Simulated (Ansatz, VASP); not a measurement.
TiAl: VASP beside Ansatz

File INCAR:

```
SYSTEM = TiAl
  ALGO = Normal
  EDIFF = 1E-6
  ENCUT = 500
  GGA = PS
  GGA_COMPAT = .FALSE.
  ISIF = 2
  ISMEAR = 0
  LASPH = .TRUE.
  LCHARG = .FALSE.
  LREAL = .FALSE.
  LWAVE = .FALSE.
  NBANDS = 14
  NELM = 120
  PREC = Accurate
  SIGMA = 0.15
```

Contents of KPOINTS:

```
k-points
0
G
  24 24 14
  0 0 0
```

The input POSCAR:

```
TiAl
1.0
    3.0614078806      0.0000000000      0.0000000000
   -1.5307039403      2.6512569960      0.0000000000
    0.0000000000      0.0000000000      4.6199447408
Ti Al
1 1
Direct
    0.0000000000      0.0000000000      0.0000000000
    0.3333333333      0.6666666667      0.5000000000
```

Input for Ansatz:

```yaml
crystal:
  lattice:
    - [3.0614078806, 0.0, 0.0]
    - [-1.5307039403, 2.651256996, 0.0]
    - [0.0, 0.0, 4.6199447408]
  atoms:
    - { symbol: Ti, position: [0.0, 0.0, 0.0] }
    - { symbol: Al, position: [0.3333333333, 0.6666666667, 0.5] }
basis:
  ecutwfc: 420
kpoints:
  mp_grid: { grid: [24, 24, 14] }
hamiltonian:
  xc: pbesol
scf:
  occupations: { method: gaussian, width: 0.15 }
output:
  forces: true
  stress: true
  eigenvalues: true
```

Change from the starting cell: strain +0.0750 x Voigt [1, 1, 0, 0, 0, 0], atoms carried along.

Alike in both runs: task single point; functional PBEsol; k mesh 24 × 24 × 14; occupations gaussian, width 0.15 eV; no spin polarisation.

|  | VASP | Ansatz |
| --- | --- | --- |
| version | VASP 6.6.1 | Ansatz 0.2.0 |
| potentials or method | VASP PAW PBE potentials, release 64 (Ti_sv, Al), cutoff 500 eV | scalar-relativistic, plane waves, PAW |
| valence electrons in the cell | 15 | 15 |

Ansatz gave:

- gap on the k mesh at the Fermi level (eV): none
- pressure (GPa): -11.5
- traceless stress, the component that is largest in VASP (GPa): 2.98

Problem. Estimate VASP's values.

Solution. gap on the k mesh at the Fermi level (eV): none; pressure (GPa): -11.5; traceless stress, the component that is largest in VASP (GPa): 3.01.

VASP's potentials were made for PBE, not for PBEsol. A gap of «none» marks a metal or a gap that the smearing closes.
